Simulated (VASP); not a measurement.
Ga3AsP2, 6 atoms in the cell. Symmetry: I-4m2, No. 119, tetragonal system. The conventional cell has a = 3.951 Å, b = 3.951 Å, c = 16.731 Å, α = 90.00°, β = 90.00°, γ = 90.00°. Ga (site symmetry 2mm) has 2 P at 2.40 Å and 2 As at 2.46 Å within 3.2 Å. Within 3.2 Å of Ga (site symmetry -4m2) lie 4 P at 2.40 Å. Within 3.2 Å of P (site symmetry 2mm) lie 4 Ga at 2.40 Å. Within 3.2 Å of As (site symmetry -4m2) lie 4 Ga at 2.46 Å. 

- Program: VASP 6.6.1
- Task: single point
- Functional: PBE
- Potentials or basis: VASP PAW PBE potentials, release 64 (Ga_d, P, As)
- Cutoff: 520 eV
- k mesh: 6 × 6 × 6
- Occupations: gaussian, width 0.1 eV
- Spin: no spin polarisation
- Dipole correction: no
- Further INCAR settings: ALGO = Normal; EDIFF = 1e-06; NBANDS = 36

Potentials or basis: VASP PAW PBE potentials, release 64 (Ga_d, P, As).

Command:

```console
$ cat potpaw_PBE.64/Ga_d/POTCAR potpaw_PBE.64/P/POTCAR potpaw_PBE.64/As/POTCAR > POTCAR
$ mpirun -np 1 vasp_std > vasp.out
```

Hardware: 1 thread of Intel Xeon 8259CL, on a shared host.

Task: Estimate the wall time of this run.

Result: Wall time 19 min on 1 thread of Intel Xeon 8259CL (shared host), peak memory 0.75 GiB. Counts: scf iterations 14, k points 30.
